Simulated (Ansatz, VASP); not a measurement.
**One calculation of B6C, two programs**

```xyz
7
Lattice="2.8999 0.0000 0.0000 0.0000 2.8999 0.0000 0.0000 0.0000 5.7663" Properties=species:S:1:pos:R:3 pbc="T T T"
B     0.0000    1.4499    1.7484
B     1.4499    0.0000    1.7484
B     0.0000    1.4499    4.0180
B     1.4499    0.0000    4.0180
B     0.0000    0.0000    0.8522
B     0.0000    0.0000    4.9142
C     1.4499    1.4499    2.8832
```

Alike in both runs: functional PBE; k mesh 12 × 12 × 6; occupations gaussian, width 0.1 eV; no spin polarisation.

Ansatz relaxed the structure, and its values are those at the end. VASP's run is a single point on that final structure, the one shown.

|  | VASP | Ansatz |
| --- | --- | --- |
| version | VASP 6.6.1 | Ansatz 0.2.0 |
| potentials or method | VASP PAW PBE potentials, release 64 (B, C), cutoff 520 eV | scalar-relativistic, plane waves, PAW |
| valence electrons in the cell | 22 | 22 |

|  | VASP | Ansatz | Ansatz less VASP |
| --- | --- | --- | --- |
| gap on the k mesh at the Fermi level (eV) | none | none | - |
| pressure (GPa) | 0.1 | 0.0 | -0.06 |
| rms of the force components (eV/Å) | 0.008 | 0.000 | -0.0082 |

A gap of «none» marks a metal or a gap that the smearing closes. With one functional, cell and mesh, what is left measures potentials, basis and numerics.
